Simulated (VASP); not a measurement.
Ta:

```
Ta
1.0
     2.72809    0.00000    0.00000
     0.00000    2.72809    0.00000
     0.00000    0.00000    2.80349
Ta
1
Direct
  0.50000 0.50000 0.50000
```

| Quantity | Value |
| --- | --- |
| Program | VASP 6.6.1 |
| Task | relaxation of cell and atoms |
| Functional | PBE |
| Potentials or basis | VASP PAW PBE potentials, release 64 (Ta_pv) |
| Cutoff | 600 eV |
| k mesh | 6 × 6 × 6 |
| Occupations | gaussian, width 0.1 eV |
| Spin | no spin polarisation |

At the start: pressure 0.1 GPa; volume 20.86 Å³/atom.

Task: How do energy, volume and symmetry change on relaxing?

Result: Over 3 steps the energy falls by 6.6 meV/atom and the volume is 20.89 Å³/atom (+0.1 %); space group Pm-3m (No. 221, to 0.05 Å).

The path:
| step | energy change (eV) | largest force (eV/Å) | pressure (GPa) | volume (Å³) |
| --- | --- | --- | --- | --- |
| 1 | 0.0000 | 0.0000 | 0.12 | 20.86 |
| 2 | -0.0058 | 0.0000 | -0.19 | 20.90 |
| 3 | -0.0066 | 0.0000 | -0.14 | 20.89 |

Final structure:
```cif
data_structure
_symmetry_space_group_name_H-M 'P 1'
_symmetry_Int_Tables_number 1
_cell_length_a 2.7541
_cell_length_b 2.7541
_cell_length_c 2.7542
_cell_angle_alpha 90.000
_cell_angle_beta 90.000
_cell_angle_gamma 90.000
_cell_volume 20.89
loop_
_atom_site_label
_atom_site_type_symbol
_atom_site_fract_x
_atom_site_fract_y
_atom_site_fract_z
_atom_site_occupancy
Ta1 Ta 0.50000 0.50000 0.50000 1
```

Caveat: the k points lie up to 0.38 Å⁻¹ apart in the final cell.
